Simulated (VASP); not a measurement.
The system is BaTe.

```
Ba Te
1.0
     4.24482    0.00000    0.00000
     0.00000    4.24482    0.00000
     0.00000    0.00000    4.24482
Ba Te
1 1
Direct
  0.00000 0.00000 0.00000
  0.50000 0.50000 0.50000
```

Base run:

- Program: VASP 6.6.1
- Functional: r2SCAN
- Potentials or basis: VASP PAW PBE potentials, release 64 (Ba_sv, Te)
- Cutoff: 520 eV
- k mesh: 6 × 6 × 6
- Occupations: gaussian, width 0.01 eV
- Spin: no spin polarisation

Its results: band gap on the k mesh 1.10 eV, indirect (least direct gap 1.38 eV); pressure 0.4 GPa.

Task: The run is repeated on the same cell with these changes: functional from r2SCAN to PBE. What comes out?

Result: Band gap on the k mesh 0.75 eV, indirect (least direct gap 0.97 eV); pressure 0.5 GPa.

r2SCAN gives the wider gap, since meta-GGAs in the generalised Kohn-Sham scheme recover part of the derivative discontinuity.

Caveats: spin-orbit coupling is left out, which moves the levels of the heavy elements; the PAW data sets were made with another functional, which shifts forces and pressure a little (some runs).

A k mesh can miss the band edges.
